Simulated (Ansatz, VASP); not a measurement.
## One calculation of HCl, two programs

Contents of INCAR:

```
ALGO     = Normal         # electronic algorithm
DIPOL    = 0.5 0.5 0.670
EDIFF    = 1E-6           # SCF threshold, eV
ENCUT    = 520            # plane-wave cutoff, eV
GGA      = PE             # functional
IDIPOL   = 3            
ISIF     = 2              # what is computed and relaxed
ISMEAR   = 0              # smearing method
IVDW     = 12             # dispersion correction
LASPH    = True           # aspherical terms in the spheres
LCHARG   = False          # write CHGCAR
LDIPOL   = True         
LREAL    = False          # projectors in reciprocal space
LWAVE    = False          # write WAVECAR
NBANDS   = 11             # bands
NELM     = 80             # most SCF steps
PREC     = Accurate       # precision mode
SIGMA    = 0.1            # smearing width, eV
```

File KPOINTS:

```
k-points
0
Gamma
  3 3 1
```

POSCAR

```
HCl
1.0
    7.5013146777      0.0000000000      0.0000000000
   -3.7506573389      6.4963290727      0.0000000000
    0.0000000000      0.0000000000     22.5935983401
Cl H
1 1
Direct
    0.1759174328      0.8457754678      0.6988999819
    0.1700040216      0.8364824257      0.6408296572
```

Input for Ansatz:

```yaml
crystal:
  lattice:
    - [7.5013146777, 0.0, 0.0]
    - [-3.7506573389, 6.4963290727, 0.0]
    - [0.0, 0.0, 22.5935983401]
  atoms:
    - { symbol: Cl, position: [0.1759174328, 0.8457754678, 0.6988999819] }
    - { symbol: H, position: [0.1700040216, 0.8364824257, 0.6408296572] }
basis:
  ecutwfc: 420
kpoints:
  mp_grid: { grid: [3, 3, 1] }
hamiltonian:
  xc: pbe
  dispersion: d3bj
scf:
  occupations: { method: gaussian, width: 0.1 }
output:
  forces: true
  eigenvalues: true
  write_density: true
  volumetric_format: npy
efield:
  axis: 3
  dipole_correction: true
  ramp_width: 0.04
```

Alike in both runs: task single point; functional PBE; dispersion D3(BJ); k mesh 3 × 3 × 1; occupations gaussian, width 0.1 eV; no spin polarisation.

|  | VASP | Ansatz |
| --- | --- | --- |
| version | VASP 6.6.1 | Ansatz 0.2.0 |
| potentials or method | VASP PAW PBE potentials, release 64 (Cl, H), cutoff 520 eV | scalar-relativistic, plane waves, PAW |
| valence electrons in the cell | 8 | 8 |

Ansatz gave:

* gap on the k mesh at the Fermi level (eV): 6.42
* rms of the force components (eV/Å): 0.412

Problem. Estimate VASP's values.

Solution. gap on the k mesh at the Fermi level (eV): 6.45; rms of the force components (eV/Å): 0.475.

Atom by atom the forces differ by 0.063 eV/Å (rms over components).
